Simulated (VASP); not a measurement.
Crystal: PtWSe4.

```
Pt W Se
1.0
     4.57084    0.00000    0.00000
     0.00000    4.57084    0.00000
     0.00000    0.00000    6.59789
Pt W Se
1 1 4
Direct
  0.50000 0.50000 0.00000
  0.00000 0.00000 0.50000
  0.50000 0.00000 0.26574
  0.50000 0.00000 0.73426
  0.00000 0.50000 0.73426
  0.00000 0.50000 0.26574
```

The cell was generated, and may not be a known phase.

| Quantity | Value |
| --- | --- |
| Program | VASP 6.6.1 |
| Task | relaxation of cell and atoms |
| Functional | PBE |
| Potentials or basis | VASP PAW PBE potentials, release 64 (Pt, W_sv, Se) |
| Cutoff | 600 eV |
| k mesh | 4 × 4 × 4 |
| Occupations | gaussian, width 0.1 eV |
| Spin | no spin polarisation |

At the start: pressure -11.2 GPa; volume 22.97 Å³/atom.

Question: Where does the relaxation end?

Answer: Over 9 steps the energy falls by 122.2 meV/atom and the volume is 20.00 Å³/atom (-13.0 %); space group P4/mmm (No. 123, to 0.1 Å) before and after.

Step by step:
```
step  energy change (eV)  largest force (eV/Å)  pressure (GPa)  volume (Å³)
   1              0.0000                0.1353          -11.21       137.85
   2             -0.1415                0.8092           16.10       108.20
   3             -0.6928                0.4679           -0.19       120.74
   4             -0.6930                0.4757            0.12       120.41
   5             -0.7252                0.2084            0.20       119.98
   6             -0.7328                0.0147            0.31       119.64
   7             -0.7328                0.0028            0.30       119.66
   8             -0.7329                0.0099           -0.36       120.33
   9             -0.7332                0.0066           -0.04       119.99
```

Final structure:
```
Pt W Se
1.0
     4.38344    0.00000    0.00000
     0.00000    4.38344    0.00000
     0.00000    0.00000    6.24493
Pt W Se
1 1 4
Cartesian
  2.1917 2.1917 0.0000
  0.0000 0.0000 3.1225
  2.1917 0.0000 1.6195
  2.1917 0.0000 4.6255
  0.0000 2.1917 4.6255
  0.0000 2.1917 1.6195
```
